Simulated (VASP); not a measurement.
Write the native input for VASP 6.6.1 that does the following.

* Task: single point
* Functional: PBEsol
* Potentials or basis: VASP PAW PBE potentials, release 64 (Ca_sv, F)
* Cutoff: 600 eV
* k mesh: 6 × 6 × 6
* Occupations: gaussian, width 0.02 eV
* Spin: no spin polarisation
* Dipole correction: no
* Further INCAR settings: ALGO = Normal; EDIFF = 1e-06; NBANDS = 19

The structure of CaF2 (kn) lies in POSCAR:

```
CaF2
1.0
    0.0000000000      2.7101721602      2.7101721602
    2.7101721602      0.0000000000      2.7101721602
    2.7101721602      2.7101721602      0.0000000000
Ca F
1 2
Direct
    0.0000000000      0.0000000000      0.0000000000
    0.2500000000      0.2500000000      0.2500000000
    0.7500000000      0.7500000000      0.7500000000
```

These files were run (other wordings do the same):

INCAR

```
PREC = Accurate ; ENCUT = 600
EDIFF = 1E-6 ; ISMEAR = 0
SIGMA = 0.02 ; LREAL = F
LASPH = T ; NELM = 120
ALGO = Normal ; ISIF = 2
LWAVE = F ; LCHARG = F
GGA = PS ; NBANDS = 19
GGA_COMPAT = F
```

KPOINTS

```
regular mesh
0
Gamma
  6 6 6
```

Potentials or basis: VASP PAW PBE potentials, release 64 (Ca_sv, F).

The run is started by

```console
$ cat potpaw_PBE.64/Ca_sv/POTCAR potpaw_PBE.64/F/POTCAR > POTCAR
$ mpirun -np 1 vasp_std > vasp.out
```

Results of the run:

| Quantity | Value |
| --- | --- |
| Pressure | 0.3 GPa |
| Band gap on the k mesh | 7.23 eV, indirect (least direct gap 7.49 eV) |

Caveat: the PAW data sets were made with another functional, which shifts forces and pressure a little.

It took 7.2 s on 1 thread of Intel(R) Xeon(R) 6975P-C (Granite Rapids), with other jobs on the host, peak memory 0.17 GiB.
